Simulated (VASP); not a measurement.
A run of VASP 6.6.1 is set up as follows.

INCAR

```
  PREC = Accurate
  ENCUT = 520
  EDIFF = 1E-6
  ISMEAR = 0
  SIGMA = 0.05
  LREAL = F
  LASPH = T
  NELM = 100
  ALGO = Normal
  ISIF = 2
  LWAVE = F
  LCHARG = F
  GGA = PE
  NBANDS = 35
```

KPOINTS

```
Automatic mesh
0
Gamma
  10 10 10
```

POSCAR

```
SnO2
1.0
   -2.0262505044      2.0262505044      5.1806864801
    2.0262505044     -2.0262505044      5.1806864801
    2.0262505044      2.0262505044     -5.1806864801
Sn O
2 4
Direct
    0.7500000000      0.2500000000      0.5000000000
    0.0000000000      0.0000000000      0.0000000000
    0.6811303089      0.8259051032     -0.1447747943
    0.9524019562      0.4524019562      0.5000000000
    0.2024019562      0.2024019562      0.0000000000
    0.5475980438      0.0475980438      0.5000000000
```

Potentials or basis: VASP PAW PBE potentials, release 64 (Sn_d, O).

Command:

```bash
$ cat potpaw_PBE.64/Sn_d/POTCAR potpaw_PBE.64/O/POTCAR > POTCAR
$ mpirun -np 1 vasp_std > vasp.out
```

(1) What does it give for the largest force?

(2) What does it give for the pressure?

(3) Estimate the band gap on the k mesh.

## Answers

(1) 4.953 eV/Å.

(2) 4.2 GPa.

(3) 1.12 eV (least direct gap 1.50 eV).

Caveat: the cell differs from its parent crystal (atom 3 (O) moved by -0.587 Å along [0 1 0] and +0.293 Å along [0 0 1]); the cell stands under pressure; spin-orbit coupling is left out, which moves the levels of the heavy elements; forces of over 1 eV/Å act on the atoms, so gaps and moduli don't describe the material at rest.
